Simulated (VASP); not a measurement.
# Ir (Fm-3m) in VASP: a series of runs

The runs below take Ir through single point, relaxation of cell and atoms, with LDA.

All numbers are computed with VASP 6.6.1; they aren't measurements. Logs are shortened: lines on timing, memory, paths and dates and some standing lists are left out, and cuts for length are marked.

### 1 The cell of the first run

Symmetry: Fm-3m, No. 225, cubic system. Conventional cell: a = 3.811 Å, b = 3.811 Å, c = 3.811 Å, α = 90.00°, β = 90.00°, γ = 90.00°. Within 3.6 Å of Ir (site symmetry m-3m) lie 12 Ir at 2.69 Å.

### 2 Single point, LDA

INCAR

```
ALGO     = Normal         # electronic algorithm
EDIFF    = 1E-6           # SCF threshold, eV
ENCUT    = 500            # plane-wave cutoff, eV
GGA_COMPAT= F            
ISIF     = 2              # what is computed and relaxed
ISMEAR   = 0              # smearing method
LASPH    = T              # aspherical terms in the spheres
LCHARG   = F              # write CHGCAR
LREAL    = F              # projectors in reciprocal space
LWAVE    = F              # write WAVECAR
NBANDS   = 14             # bands
NELM     = 120            # most SCF steps
PREC     = Accurate       # precision mode
SIGMA    = 0.15           # smearing width, eV
```

KPOINTS

```
k-points
0
Gamma
  22 22 22
```

POSCAR

```
Ir
1.0
    0.0000000000      1.9054060557      1.9054060557
    1.9054060557      0.0000000000      1.9054060557
    1.9054060557      1.9054060557      0.0000000000
Ir
1
Direct
    0.0000000000      0.0000000000      0.0000000000
```

Potentials or basis: VASP PAW LDA potentials, release 64 (Ir_sv_GW).

Started as:

```bash
cat potpaw_LDA.64/Ir_sv_GW/POTCAR > POTCAR
mpirun -np 1 vasp_std > vasp.out
```

OUTCAR:

```text
EDIFF = 1E-6
   ENCUT = 500
   ISIF = 2
   ISMEAR = 0
   LASPH = T
   LREAL = F
   NELM = 120
   PREC = Accurate

 ion  position               nearest neighbor table
   1  0.000  0.000  0.000-

  LATTYP: Found a face centered cubic cell.
 ALAT       =     3.8108121114

  Lattice vectors:

 A1 = (   0.0000000000,   1.9054060557,   1.9054060557)
 A2 = (   1.9054060557,   0.0000000000,   1.9054060557)
 A3 = (   1.9054060557,   1.9054060557,   0.0000000000)

Analysis of symmetry for initial positions (statically):
=====================================================================
 Subroutine PRICEL returns:
 Original cell was already a primitive cell.

 Routine SETGRP: Setting up the symmetry group for a
 face centered cubic supercell.

 Subroutine GETGRP returns: Found 48 space group operations
 (whereof 48 operations were pure point group operations)
 out of a pool of 48 trial point group operations.

The static configuration has the point symmetry O_h .

Analysis of symmetry for dynamics (positions and initial velocities):
=====================================================================
 Subroutine PRICEL returns:
 Original cell was already a primitive cell.

 Routine SETGRP: Setting up the symmetry group for a
 face centered cubic supercell.

 Subroutine GETGRP returns: Found 48 space group operations
 (whereof 48 operations were pure point group operations)
 out of a pool of 48 trial point group operations.

The dynamic configuration has the point symmetry O_h .

 Subroutine INISYM returns: Found 48 space group operations
 (whereof 48 operations are pure point group operations),
 and found     1 'primitive' translations

----------------------------------------------------------------------------------------

                                     Primitive cell

  volume of cell :      13.8354

  direct lattice vectors                    reciprocal lattice vectors
     0.000000000  1.905406056  1.905406056    -0.262411258  0.262411258  0.262411258
     1.905406056  0.000000000  1.905406056     0.262411258 -0.262411258  0.262411258
     1.905406056  1.905406056  0.000000000     0.262411258  0.262411258 -0.262411258

  length of vectors
     2.694651086  2.694651086  2.694651086     0.454509631  0.454509631  0.454509631

  position of ions in fractional coordinates (direct lattice)
     0.000000000  0.000000000  0.000000000

  ion indices of the primitive-cell ions
   primitive index   ion index
                 1           1

----------------------------------------------------------------------------------------

 KPOINTS: k-points

Automatic generation of k-mesh.
 Grid dimensions read from file:
 generate k-points for:   22   22   22

 Generating k-lattice:

  Cartesian coordinates                     Fractional coordinates (reciprocal lattice)
    -0.011927784  0.011927784  0.011927784     0.045454545  0.000000000  0.000000000
     0.011927784 -0.011927784  0.011927784     0.000000000  0.045454545  0.000000000
     0.011927784  0.011927784 -0.011927784     0.000000000  0.000000000  0.045454545

  Length of vectors
     0.020659529  0.020659529  0.020659529

  Shift w.r.t. Gamma in fractional coordinates (k-lattice)
     0.000000000  0.000000000  0.000000000

 Subroutine IBZKPT returns following result:
 ===========================================

 Found    328 irreducible k-points:

 Following reciprocal coordinates:
            Coordinates               Weight
  0.000000  0.000000  0.000000      1.000000
  0.045455  0.000000  0.000000      8.000000
  0.090909  0.000000  0.000000      8.000000
  0.136364  0.000000  0.000000      8.000000
  0.181818  0.000000  0.000000      8.000000
  0.227273  0.000000  0.000000      8.000000
[... 16 lines left out ...]
  0.500000  0.045455  0.000000     24.000000
 -0.454545  0.045455  0.000000     24.000000
 [... further k-points ...]
   k-points           NKPTS =    328   k-points in BZ     NKDIM =    328   number of bands    NBANDS=     14
   number of dos      NEDOS =    301   number of ions     NIONS =      1
   total plane-waves  NPLWV =   8000
   dimension x,y,z NGX =    20 NGY =   20 NGZ =   20
   dimension x,y,z NGXF=    40 NGYF=   40 NGZF=   40
   ions per type =               1
   NGX,Y,Z   is equivalent  to a cutoff of  12.34, 12.34, 12.34 a.u.
   NGXF,Y,Z  is equivalent  to a cutoff of  24.68, 24.68, 24.68 a.u.
 SYSTEM =  unknown system
   PREC   = accura    normal or accurate (medium, high low for compatibility)
   ISTART =      0    job   : 0-new  1-cont  2-samecut
   ICHARG =      2    charge: 1-file 2-atom 10-const
   ISPIN  =      1    spin polarized calculation?
   LNONCOLLINEAR =      F non collinear calculations
   LSORBIT =      F    spin-orbit coupling
   LASPH  =      T    aspherical Exc in radial PAW
   ENCUT  =  500.0 eV  36.75 Ry    6.06 a.u.   4.91  4.91  4.91*2*pi/ulx,y,z
   NELM   =    120;   NELMIN=  2; NELMDL= -5     # of ELM steps
   EDIFF  = 0.1E-05   stopping-criterion for ELM
   LREAL  =      F    real-space projection
   EDIFFG = 0.1E-04   stopping-criterion for IOM
   NSW    =      0    number of steps for IOM
   IBRION =     -1    ionic relax: 0-MD 1-quasi-New 2-CG
   NFREE  =      0    steps in history (QN), initial steepest desc. (CG)
   ISIF   =      2    stress and relaxation
   ISYM   =      2    0-nonsym 1-usesym 2-fastsym
   POTIM  = 0.5000    time-step for ionic-motion
   TEBEG  =    0.0;   TEEND  =   0.0 temperature during run
   PSTRESS=    0.0 pullay stress
   NELECT =      17.0000    total number of electrons
   NUPDOWN=      -1.0000    fix difference up-down
   EMIN   =  10.00;   EMAX   =-10.00  energy-range for DOS
   EFERMI =   0.00;   METHOD = LEGACY
   ISMEAR =     0;   SIGMA  =   0.15  broadening in eV -4-tet -1-fermi 0-gaus
   EFERMI_NEDOS =   21; number of points for ismear=-14 and -15
   IALGO  =     38    algorithm
   IMIX   =      4    mixing-type and parameters
     AMIX     =   0.40;   BMIX     =  1.00
     AMIX_MAG =   1.60;   BMIX_MAG =  1.00
  volume/ion in A,a.u.               =      13.84        93.37
  Fermi-wavevector in a.u.,A,eV,Ry     =   1.753451  3.313542 41.832335  3.074590
  Thomas-Fermi vector in A             =   2.823584
   LORBIT       =      0    0 simple, 1 ext, 2 COOP (PROOUT), +10 PAW based schemes
   GGA     = CA    functional components
   LHFCALC =     F    Hartree Fock is set to
   AEXX    =    0.0000 exact exchange contribution
   IVDW    =     0    specifies the selected vdW correction
   LEPSILON=     F    determine dielectric tensor
   LRPA    =     F    only Hartree local field effects (RPA)
 non-spin polarized calculation
 Gauss-broadening in eV      SIGMA  =   0.15
  energy-cutoff  :      500.00
  volume of cell :       13.84
 maximum number of plane-waves:       365
   NGX =  9   NGY =  9   NGZ =  9

 number of electron      17.0000000 magnetization

 Free energy of the ion-electron system (eV)
  ---------------------------------------------------
  ext. energy  EPLUGINS =         0.00000000
  ---------------------------------------------------
  free energy    TOTEN  =       -10.90251380 eV

  energy without entropy =      -10.89065814  energy(sigma->0) =      -10.89658597

 E-fermi :  13.0713     XC(G=0): -14.9275

 val. band max:       13.0697829741   @ k =  -0.1818   0.1364   0.0455
 cond. band min:      13.0760611931   @ k =   0.3636   0.1818   0.0000
 fundamental gap:      0.0062782190
 Fermi energy:        13.0712675285

 k-point     1 :       0.0000    0.0000    0.0000
  band No.  band energies     occupation
      1     -79.4828      2.00000
      2     -36.1467      2.00000
      3     -36.1467      2.00000
      4     -36.1467      2.00000
      5       1.7791      2.00000
      6       9.0562      2.00000
      7       9.0562      2.00000
      8       9.0562      2.00000
      9      11.8748      2.00000
     10      11.8748      2.00000
     11      26.6790      0.00000
     12      32.2776      0.00000
     13      32.2776      0.00000
     14      32.2776      0.00000

 k-point     2 :       0.0455    0.0000    0.0000
  band No.  band energies     occupation
      1     -79.4811      2.00000
      2     -36.1646      2.00000
      3     -36.1488      2.00000
      4     -36.1488      2.00000
      5       1.8745      2.00000
      6       9.0039      2.00000
      7       9.0981      2.00000
      8       9.0981      2.00000
      9      11.8461      2.00000
     10      11.8461      2.00000
     11      26.8476      0.00000
     12      31.8314      0.00000
     13      32.4389      0.00000
     14      32.4389      0.00000

 k-point     3 :       0.0909    0.0000    0.0000
  band No.  band energies     occupation
      1     -79.4767      2.00000
      2     -36.2177      2.00000
      3     -36.1560      2.00000
      4     -36.1560      2.00000
      5       2.1538      2.00000
      6       8.8623      2.00000
      7       9.2132      2.00000
      8       9.2132      2.00000
      9      11.7749      2.00000
     10      11.7749      2.00000
     11      27.3262      0.00000
     12      30.8287      0.00000
     13      32.9141      0.00000
     14      32.9141      0.00000
[... 324 lines left out ...]
 k-point    23 :       0.5000    0.0455    0.0000
  band No.  band energies     occupation
      1     -79.4081      2.00000
      2     -37.0049      2.00000
      3     -36.2794      2.00000
      4     -36.2721      2.00000
      5       4.8401      2.00000
      6       8.8802      2.00000
      7       9.0316      2.00000
      8      11.8901      2.00000
      9      14.0536      0.00000
     10      14.4741      0.00000
     11      20.6287      0.00000
     12      26.5322      0.00000
     13      32.2846      0.00000
     14      32.3072      0.00000

 k-point    24 :      -0.4545    0.0455    0.0000
  band No.  band energies     occupation
      1     -79.4087      2.00000
      2     -36.9994      2.00000
      3     -36.2817      2.00000
      4     -36.2685      2.00000
      5       4.8432      2.00000
      6       8.9002      2.00000
      7       9.0308      2.00000
      8      11.8049      2.00000
      9      13.9060      0.00000
     10      14.5026      0.00000
     11      20.7896      0.00000
     12      26.5751      0.00000
     13      32.1738      0.00000
     14      32.5830      0.00000

 [... further k-points ...]
[... 5 lines left out ...]
  --------------------------------------------------------------------------------------
  -------------------------------------------------------------------------------------
  Total       -0.1337284     -0.1337284     -0.1337284     -0.0000000      0.0000000      0.0000000
  in kB      -15.4860872    -15.4860872    -15.4860872     -0.0000000      0.0000000      0.0000000
  external PRESSURE =     -15.4860872 kB  Pullay stress =       0.0000000 kB

 VOLUME and BASIS-vectors are now :
 -----------------------------------------------------------------------------
  energy-cutoff  :      500.00
  volume of cell :       13.84
      direct lattice vectors                 reciprocal lattice vectors
     0.000000000  1.905406056  1.905406056    -0.262411258  0.262411258  0.262411258
     1.905406056  0.000000000  1.905406056     0.262411258 -0.262411258  0.262411258
     1.905406056  1.905406056  0.000000000     0.262411258  0.262411258 -0.262411258

 POSITION                                       TOTAL-FORCE (eV/Angst)
 -----------------------------------------------------------------------------------
      0.00000      0.00000      0.00000        -0.000000     -0.000000     -0.000000
 -----------------------------------------------------------------------------------
    total drift:                                0.000000      0.000000     -0.000000

  FREE ENERGIE OF THE ION-ELECTRON SYSTEM (eV)
  ---------------------------------------------------
  free  energy   TOTEN  =       -10.9025138013 eV

  energy  without entropy=      -10.8906581442  energy(sigma->0) =      -10.89658597
```

It took 32 s on 1 thread of Intel Xeon 6975P-C (Granite Rapids), shared host; peak memory 0.17 GiB.

Results:

- Free energy: -10.9025 eV
- Pressure: -1.5 GPa

Caveat: spin-orbit coupling is left out, which moves the levels of the heavy elements.

(Part 1 of 2 ends here.)
